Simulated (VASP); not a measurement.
# W (Fm-3m) in VASP: further runs

The runs below take W through single point, with PBE.

Program: VASP 6.6.1. These are calculated values, not measurements. Logs are shortened: lines on timing, memory, paths and dates and some standing lists are left out, and cuts for length are marked.

## Step 1: The cell of the first run

The structure is cubic, space group Fm-3m (No. 225). The conventional cell has a = 4.060 Å, b = 4.060 Å, c = 4.060 Å, α = 90.00°, β = 90.00°, γ = 90.00°. W (site symmetry m-3m) has 12 W at 2.87 Å within 3.8 Å.

## Step 2: Single point, PBE

The input, INCAR:

```
SYSTEM = W
PREC = Accurate
ENCUT = 500
EDIFF = 1E-6
ISMEAR = -1
SIGMA = 0.05
LREAL = .FALSE.
LASPH = .TRUE.
NELM = 120
ALGO = Normal
ISIF = 2
LWAVE = .FALSE.
LCHARG = .FALSE.
GGA = PE
NBANDS = 13
GGA_COMPAT = .FALSE.
```

The input, KPOINTS:

```
Automatic mesh
0
G
  10 10 10
  0 0 0
```

The input, POSCAR:

```
W
1.0
    0.0000000000      2.0300000000      2.0300000000
    2.0300000000      0.0000000000      2.0300000000
    2.0300000000      2.0300000000      0.0000000000
W
1
Direct
    0.0000000000      0.0000000000      0.0000000000
```

Potentials or basis: VASP PAW PBE potentials, release 64 (W_sv).

Started as:

```bash
cat potpaw_PBE.64/W_sv/POTCAR > POTCAR
mpirun -np 1 vasp_std > vasp.out
```

OUTCAR:

```text
SYSTEM = W
   PREC = Accurate
   ENCUT = 500
   EDIFF = 1E-6
   ISMEAR = -1
   LREAL = .FALSE.
   LASPH = .TRUE.
   NELM = 120
   ISIF = 2
   GGA = PE

 ion  position               nearest neighbor table
   1  0.000  0.000  0.000-

  LATTYP: Found a face centered cubic cell.
 ALAT       =     4.0600000000

  Lattice vectors:

 A1 = (   0.0000000000,   2.0300000000,   2.0300000000)
 A2 = (   2.0300000000,   0.0000000000,   2.0300000000)
 A3 = (   2.0300000000,   2.0300000000,   0.0000000000)

Analysis of symmetry for initial positions (statically):
=====================================================================
 Subroutine PRICEL returns:
 Original cell was already a primitive cell.

 Routine SETGRP: Setting up the symmetry group for a
 face centered cubic supercell.

 Subroutine GETGRP returns: Found 48 space group operations
 (whereof 48 operations were pure point group operations)
 out of a pool of 48 trial point group operations.

The static configuration has the point symmetry O_h .

Analysis of symmetry for dynamics (positions and initial velocities):
=====================================================================
 Subroutine PRICEL returns:
 Original cell was already a primitive cell.

 Routine SETGRP: Setting up the symmetry group for a
 face centered cubic supercell.

 Subroutine GETGRP returns: Found 48 space group operations
 (whereof 48 operations were pure point group operations)
 out of a pool of 48 trial point group operations.

The dynamic configuration has the point symmetry O_h .

 Subroutine INISYM returns: Found 48 space group operations
 (whereof 48 operations are pure point group operations),
 and found     1 'primitive' translations

----------------------------------------------------------------------------------------

                                     Primitive cell

  volume of cell :      16.7309

  direct lattice vectors                    reciprocal lattice vectors
     0.000000000  2.030000000  2.030000000    -0.246305419  0.246305419  0.246305419
     2.030000000  0.000000000  2.030000000     0.246305419 -0.246305419  0.246305419
     2.030000000  2.030000000  0.000000000     0.246305419  0.246305419 -0.246305419

  length of vectors
     2.870853532  2.870853532  2.870853532     0.426613499  0.426613499  0.426613499

  position of ions in fractional coordinates (direct lattice)
     0.000000000  0.000000000  0.000000000

  ion indices of the primitive-cell ions
   primitive index   ion index
                 1           1

----------------------------------------------------------------------------------------

 KPOINTS: Automatic mesh

Automatic generation of k-mesh.
 Grid dimensions read from file:
 generate k-points for:   10   10   10

 Generating k-lattice:

  Cartesian coordinates                     Fractional coordinates (reciprocal lattice)
    -0.024630542  0.024630542  0.024630542     0.100000000  0.000000000  0.000000000
     0.024630542 -0.024630542  0.024630542     0.000000000  0.100000000  0.000000000
     0.024630542  0.024630542 -0.024630542     0.000000000  0.000000000  0.100000000

  Length of vectors
     0.042661350  0.042661350  0.042661350

  Shift w.r.t. Gamma in fractional coordinates (k-lattice)
     0.000000000  0.000000000  0.000000000

 Subroutine IBZKPT returns following result:
 ===========================================

 Found     47 irreducible k-points:

 Following reciprocal coordinates:
            Coordinates               Weight
  0.000000  0.000000  0.000000      1.000000
  0.100000  0.000000  0.000000      8.000000
  0.200000  0.000000  0.000000      8.000000
  0.300000  0.000000  0.000000      8.000000
  0.400000  0.000000  0.000000      8.000000
  0.500000  0.000000  0.000000      4.000000
[... 16 lines left out ...]
  0.300000  0.300000  0.000000      6.000000
  0.400000  0.300000  0.000000     24.000000
 [... further k-points ...]
   k-points           NKPTS =     47   k-points in BZ     NKDIM =     47   number of bands    NBANDS=     13
   number of dos      NEDOS =    301   number of ions     NIONS =      1
   total plane-waves  NPLWV =  13824
   dimension x,y,z NGX =    24 NGY =   24 NGZ =   24
   dimension x,y,z NGXF=    48 NGYF=   48 NGZF=   48
   ions per type =               1
   NGX,Y,Z   is equivalent  to a cutoff of  13.90, 13.90, 13.90 a.u.
   NGXF,Y,Z  is equivalent  to a cutoff of  27.80, 27.80, 27.80 a.u.
 SYSTEM =  W
   PREC   = accura    normal or accurate (medium, high low for compatibility)
   ISTART =      0    job   : 0-new  1-cont  2-samecut
   ICHARG =      2    charge: 1-file 2-atom 10-const
   ISPIN  =      1    spin polarized calculation?
   LNONCOLLINEAR =      F non collinear calculations
   LSORBIT =      F    spin-orbit coupling
   LASPH  =      T    aspherical Exc in radial PAW
   ENCUT  =  500.0 eV  36.75 Ry    6.06 a.u.   5.23  5.23  5.23*2*pi/ulx,y,z
   NELM   =    120;   NELMIN=  2; NELMDL= -5     # of ELM steps
   EDIFF  = 0.1E-05   stopping-criterion for ELM
   LREAL  =      F    real-space projection
   EDIFFG = 0.1E-04   stopping-criterion for IOM
   NSW    =      0    number of steps for IOM
   IBRION =     -1    ionic relax: 0-MD 1-quasi-New 2-CG
   NFREE  =      0    steps in history (QN), initial steepest desc. (CG)
   ISIF   =      2    stress and relaxation
   ISYM   =      2    0-nonsym 1-usesym 2-fastsym
   POTIM  = 0.5000    time-step for ionic-motion
   TEBEG  =    0.0;   TEEND  =   0.0 temperature during run
   PSTRESS=    0.0 pullay stress
   NELECT =      14.0000    total number of electrons
   NUPDOWN=      -1.0000    fix difference up-down
   EMIN   =  10.00;   EMAX   =-10.00  energy-range for DOS
   EFERMI =   0.00;   METHOD = LEGACY
   ISMEAR =    -1;   SIGMA  =   0.05  broadening in eV -4-tet -1-fermi 0-gaus
   EFERMI_NEDOS =   21; number of points for ismear=-14 and -15
   IALGO  =     38    algorithm
   IMIX   =      4    mixing-type and parameters
     AMIX     =   0.40;   BMIX     =  1.00
     AMIX_MAG =   1.60;   BMIX_MAG =  1.00
  volume/ion in A,a.u.               =      16.73       112.91
  Fermi-wavevector in a.u.,A,eV,Ry     =   1.542688  2.915258 32.380324  2.379887
  Thomas-Fermi vector in A             =   2.648457
   LORBIT       =      0    0 simple, 1 ext, 2 COOP (PROOUT), +10 PAW based schemes
   GGA     = PE    functional components
   LHFCALC =     F    Hartree Fock is set to
   AEXX    =    0.0000 exact exchange contribution
   IVDW    =     0    specifies the selected vdW correction
   LEPSILON=     F    determine dielectric tensor
   LRPA    =     F    only Hartree local field effects (RPA)
 non-spin polarized calculation
  energy-cutoff  :      500.00
  volume of cell :       16.73
 maximum number of plane-waves:       444
 NGX is ok and might be reduce to    24
   NGX = 11   NGY = 11   NGZ = 11

 number of electron      14.0000002 magnetization

 Free energy of the ion-electron system (eV)
  ---------------------------------------------------
  ext. energy  EPLUGINS =         0.00000000
  ---------------------------------------------------
  free energy    TOTEN  =       -12.46636026 eV

  energy without entropy =      -12.45663827  energy(sigma->0) =      -12.46149926

 E-fermi :  10.1926     XC(G=0): -13.3302

 val. band max:       10.1710363200   @ k =  -0.1000   0.1000   0.0000
 cond. band min:      10.2418693738   @ k =   0.5000   0.1000   0.0000
 fundamental gap:      0.0708330538
 Fermi energy:        10.1925939766

 k-point     1 :       0.0000    0.0000    0.0000
  band No.  band energies     occupation
      1     -63.4982      2.00000
      2     -27.1513      2.00000
      3     -27.1513      2.00000
      4     -27.1513      2.00000
      5       1.3356      2.00000
      6       9.6871      1.99992
      7       9.6871      1.99992
      8       9.6871      1.99992
      9      12.7249      0.00000
     10      12.7249      0.00000
     11      22.9890      0.00000
     12      28.1119      0.00000
     13      28.1119      0.00000

 k-point     2 :       0.1000    0.0000    0.0000
  band No.  band energies     occupation
      1     -63.4891      2.00000
      2     -27.2601      2.00000
      3     -27.1653      2.00000
      4     -27.1653      2.00000
      5       1.7578      2.00000
      6       9.3778      2.00000
      7       9.8750      1.99652
      8       9.8750      1.99652
      9      12.5656      0.00000
     10      12.5656      0.00000
     11      23.8089      0.00000
     12      26.5791      0.00000
     13      28.9027      0.00000

 k-point     3 :       0.2000    0.0000    0.0000
  band No.  band energies     occupation
      1     -63.4649      2.00000
      2     -27.5379      2.00000
      3     -27.2018      2.00000
      4     -27.2018      2.00000
      5       2.8672      2.00000
      6       8.8225      2.00000
      7      10.1498      1.40372
      8      10.1498      1.40372
      9      12.5219      0.00000
     10      12.5219      0.00000
     11      24.0620      0.00000
     12      26.1554      0.00000
     13      31.0522      0.00000
[... 305 lines left out ...]
 k-point    23 :       0.3000    0.3000    0.0000
  band No.  band energies     occupation
      1     -63.4139      2.00000
      2     -27.8335      2.00000
      3     -27.4081      2.00000
      4     -27.4081      2.00000
      5       4.8788      2.00000
      6       6.8609      2.00000
      7      10.0481      1.89469
      8      12.6344      0.00000
      9      12.6344      0.00000
     10      14.1622      0.00000
     11      26.8246      0.00000
     12      26.8246      0.00000
     13      27.8436      0.00000

 k-point    24 :       0.4000    0.3000    0.0000
  band No.  band energies     occupation
      1     -63.3946      2.00000
      2     -27.9721      2.00000
      3     -27.4861      2.00000
      4     -27.4513      2.00000
      5       5.3393      2.00000
      6       6.5979      2.00000
      7      10.0703      1.84053
      8      12.8907      0.00000
      9      14.2976      0.00000
     10      14.9654      0.00000
     11      23.6528      0.00000
     12      25.5075      0.00000
     13      27.1023      0.00000

 [... further k-points ...]

------------------------ aborting loop because EDIFF is reached ----------------------------------------

  FORCE on cell =-STRESS in cart. coord.  units (eV):
  Direction    XX          YY          ZZ          XY          YZ          ZX
  --------------------------------------------------------------------------------------
  -------------------------------------------------------------------------------------
  Total       -0.3989970     -0.3989970     -0.3989970     -0.0000000     -0.0000000     -0.0000000
  in kB      -38.2086870    -38.2086870    -38.2086870     -0.0000000     -0.0000000     -0.0000000
  external PRESSURE =     -38.2086870 kB  Pullay stress =       0.0000000 kB

 VOLUME and BASIS-vectors are now :
 -----------------------------------------------------------------------------
  energy-cutoff  :      500.00
  volume of cell :       16.73
      direct lattice vectors                 reciprocal lattice vectors
     0.000000000  2.030000000  2.030000000    -0.246305419  0.246305419  0.246305419
     2.030000000  0.000000000  2.030000000     0.246305419 -0.246305419  0.246305419
     2.030000000  2.030000000  0.000000000     0.246305419  0.246305419 -0.246305419

 POSITION                                       TOTAL-FORCE (eV/Angst)
 -----------------------------------------------------------------------------------
      0.00000      0.00000      0.00000        -0.000000      0.000000      0.000000
 -----------------------------------------------------------------------------------
    total drift:                               -0.000000      0.000000      0.000000

  FREE ENERGIE OF THE ION-ELECTRON SYSTEM (eV)
  ---------------------------------------------------
  free  energy   TOTEN  =       -12.4663602562 eV

  energy  without entropy=      -12.4566382718  energy(sigma->0) =      -12.46149926
```

Run time: 5.3 s. Hardware: 1 thread of Intel Xeon Platinum 8375C at 2.90GHz (Ice Lake), shared host; peak memory 0.14 GiB.

What came out:

- Free energy: -12.4664 eV
- Pressure: -3.8 GPa
- Band gap on the k mesh: zero (band 7 reaches 13.17 eV, above the bottom of band 8 at 9.69 eV)

Caveat: spin-orbit coupling is left out, which moves the levels of the heavy elements.

## Step 3: Single point, PBE

This run uses another cell than the first one, of 17.07 Å³/atom, 1.020 times its volume.

Changes to INCAR since step 2:

```diff
@@ -12,4 +12,6 @@
 LWAVE = .FALSE.
-LCHARG = .FALSE.
+LCHARG = .TRUE.
 GGA = PE
+LELF = .TRUE.
+LVHAR = .TRUE.
 NBANDS = 13
```

KPOINTS is that of step 2.

The input, POSCAR:

```
W
1.0
    0.0000000000      2.0434441004      2.0434441004
    2.0434441004      0.0000000000      2.0434441004
    2.0434441004      2.0434441004      0.0000000000
W
1
Direct
    0.0000000000      0.0000000000      0.0000000000
```

Potentials or basis: VASP PAW PBE potentials, release 64 (W_sv).

Started as:

```bash
cat potpaw_PBE.64/W_sv/POTCAR > POTCAR
mpirun -np 1 vasp_std > vasp.out
```

OUTCAR:

```text
SYSTEM = W
   PREC = Accurate
   ENCUT = 500
   EDIFF = 1E-6
   ISMEAR = -1
   LREAL = .FALSE.
   LASPH = .TRUE.
   NELM = 120
   ISIF = 2
   GGA = PE

 ion  position               nearest neighbor table
   1  0.000  0.000  0.000-

  LATTYP: Found a face centered cubic cell.
 ALAT       =     4.0868882008

  Lattice vectors:

 A1 = (   0.0000000000,   2.0434441004,   2.0434441004)
 A2 = (   2.0434441004,   0.0000000000,   2.0434441004)
 A3 = (   2.0434441004,   2.0434441004,   0.0000000000)

Analysis of symmetry for initial positions (statically):
=====================================================================
 Subroutine PRICEL returns:
 Original cell was already a primitive cell.

 Routine SETGRP: Setting up the symmetry group for a
 face centered cubic supercell.

 Subroutine GETGRP returns: Found 48 space group operations
 (whereof 48 operations were pure point group operations)
 out of a pool of 48 trial point group operations.

The static configuration has the point symmetry O_h .

[... 166 lines left out ...]
  band No.  band energies     occupation
      1     -63.8067      2.00000
      2     -27.4820      2.00000
      3     -27.4820      2.00000
      4     -27.4820      2.00000
      5       1.1744      2.00000
      6       9.4422      1.99987
      7       9.4422      1.99987
      8       9.4422      1.99987
      9      12.3939      0.00000
     10      12.3939      0.00000
     11      22.6963      0.00000
     12      27.7230      0.00000
     13      27.7230      0.00000
[... 354 lines left out ...]
  band No.  band energies     occupation
      1     -63.7122      2.00000
      2     -28.2486      2.00000
      3     -27.7951      2.00000
      4     -27.7627      2.00000
      5       5.1639      2.00000
      6       6.4309      2.00000
      7       9.7835      1.88819
      8      12.5599      0.00000
      9      13.9238      0.00000
     10      14.5678      0.00000
     11      23.1346      0.00000
     12      24.9902      0.00000
     13      26.5432      0.00000

 [... further k-points ...]

------------------------ aborting loop because EDIFF is reached ----------------------------------------

  FORCE on cell =-STRESS in cart. coord.  units (eV):
  Direction    XX          YY          ZZ          XY          YZ          ZX
  --------------------------------------------------------------------------------------
  -------------------------------------------------------------------------------------
  Total       -0.9470653     -0.9470653     -0.9470653     -0.0000000     -0.0000000     -0.0000000
  in kB      -88.9144241    -88.9144241    -88.9144241     -0.0000000     -0.0000000     -0.0000000
  external PRESSURE =     -88.9144241 kB  Pullay stress =       0.0000000 kB

 VOLUME and BASIS-vectors are now :
 -----------------------------------------------------------------------------
  energy-cutoff  :      500.00
  volume of cell :       17.07
      direct lattice vectors                 reciprocal lattice vectors
     0.000000000  2.043444100  2.043444100    -0.244684941  0.244684941  0.244684941
     2.043444100  0.000000000  2.043444100     0.244684941 -0.244684941  0.244684941
     2.043444100  2.043444100  0.000000000     0.244684941  0.244684941 -0.244684941

 POSITION                                       TOTAL-FORCE (eV/Angst)
 -----------------------------------------------------------------------------------
      0.00000      0.00000      0.00000         0.000000      0.000000      0.000000
 -----------------------------------------------------------------------------------
    total drift:                               -0.000000      0.000000      0.000000

  FREE ENERGIE OF THE ION-ELECTRON SYSTEM (eV)
  ---------------------------------------------------
  free  energy   TOTEN  =       -12.4531765048 eV

  energy  without entropy=      -12.4426974704  energy(sigma->0) =      -12.44793699
```

It took 5.4 s on 1 thread of Intel Xeon Platinum 8375C at 2.90GHz (Ice Lake), shared host; peak memory 0.14 GiB.

What came out:

| Property | Result |
| --- | --- |
| Free energy | -12.4532 eV |
| Pressure | -8.9 GPa |
| Band gap on the k mesh | zero (band 7 reaches 12.80 eV, above the bottom of band 8 at 9.44 eV) |

Levels at points of the mesh, in eV from the Fermi level:
| k point | band 5 | band 6 | band 7 | band 8 | band 9 | band 10 |
| --- | --- | --- | --- | --- | --- | --- |
| (0.00, 0.00, 0.00) | -8.75 | -0.48 | -0.48 | -0.48 | 2.47 | 2.47 |
| (0.50, 0.00, 0.00) | -5.36 | -0.69 | -0.69 | 0.56 | 4.80 | 4.80 |
| (0.50, 0.50, 0.00) | -5.18 | -4.25 | 2.88 | 4.77 | 5.48 | 5.48 |

Caveat: spin-orbit coupling is left out, which moves the levels of the heavy elements.

## Step 4: Single point, PBE

This run uses another cell than the first one, of 17.40 Å³/atom, 1.040 times its volume.

The input, INCAR:

```
PREC = Accurate
ENCUT = 500
EDIFF = 1E-6
ISMEAR = -1
SIGMA = 0.05
LREAL = F
LASPH = T
NELM = 120
ALGO = Normal
ISIF = 2
LWAVE = F
LCHARG = T
GGA = PE
LELF = T
LVHAR = T
NBANDS = 13
GGA_COMPAT = F
```

The input, KPOINTS:

```
regular mesh
0
Gamma
  10 10 10
```

The input, POSCAR:

```
W
1.0
    0.0000000000      2.0567135898      2.0567135898
    2.0567135898      0.0000000000      2.0567135898
    2.0567135898      2.0567135898      0.0000000000
W
1
Direct
    0.0000000000      0.0000000000      0.0000000000
```

Started as:

```bash
cat potpaw_PBE.64/W_sv/POTCAR > POTCAR
mpirun -np 1 vasp_std > vasp.out
```

Wall time 5.4 s (1 thread of Intel Xeon Platinum 8375C at 2.90GHz (Ice Lake), shared host); peak memory 0.14 GiB.

It converged, with:

```
Free energy            : -12.4299 eV
Pressure               : -13.5 GPa
Band gap on the k mesh : zero (band 7 reaches 12.45 eV, above the bottom of band 8 at 9.20 eV)
```

Levels at points of the mesh, in eV from the Fermi level:
| k point | band 5 | band 6 | band 7 | band 8 | band 9 | band 10 |
| --- | --- | --- | --- | --- | --- | --- |
| (0.00, 0.00, 0.00) | -8.65 | -0.46 | -0.46 | -0.46 | 2.41 | 2.41 |
| (0.50, 0.00, 0.00) | -5.26 | -0.66 | -0.66 | 0.52 | 4.67 | 4.67 |
| (0.50, 0.50, 0.00) | -5.05 | -4.13 | 2.78 | 4.64 | 5.33 | 5.33 |

Caveat: spin-orbit coupling is left out, which moves the levels of the heavy elements.

(Part 1 of 2 ends here.)
